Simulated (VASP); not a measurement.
Set up this calculation in VASP 6.6.1, as the native input.

| Item | Value |
| --- | --- |
| Task | single point |
| Functional | PBE |
| Potentials or basis | VASP PAW PBE potentials, release 64 (Ti_sv) |
| Cutoff | 520 eV |
| k mesh | 15 × 15 × 15 |
| Occupations | fermi-dirac, width 0.05 eV |
| Spin | no spin polarisation |
| Dipole correction | no |
| Further INCAR settings | ALGO = Normal; EDIFF = 1e-06; NBANDS = 12 |

The structure of Ti lies in POSCAR:

```
Ti
1.0
    0.0000000000      2.0434441004      2.0434441004
    2.0434441004      0.0000000000      2.0434441004
    2.0434441004      2.0434441004      0.0000000000
Ti
1
Direct
    0.0000000000      0.0000000000      0.0000000000
```

This cell differs from its parent crystal: volume scaled by 1.02.

These files were run (other wordings do the same):

INCAR

```
ALGO = Normal
EDIFF = 1E-6
ENCUT = 520
GGA = PE
ISIF = 2
ISMEAR = -1
LASPH = T
LCHARG = T
LELF = T
LREAL = F
LVHAR = T
LWAVE = F
NBANDS = 12
NELM = 60
PREC = Accurate
SIGMA = 0.05
```

KPOINTS

```
k-points
0
Gamma
  15 15 15
```

Potentials or basis: VASP PAW PBE potentials, release 64 (Ti_sv).

Launch:

```sh
$ cat potpaw_PBE.64/Ti_sv/POTCAR > POTCAR
$ mpirun -np 1 vasp_std > vasp.out
```

It gave:

```yaml
Pressure: 1.8 GPa
Band_gap_on_the_k_mesh: zero (band 6 reaches 9.29 eV, above the bottom of band 7 at 8.13 eV)
```

It took 11 s on 1 thread of Intel(R) Xeon(R) Platinum 8488C (Sapphire Rapids), with other jobs on the host, peak memory 0.15 GiB.
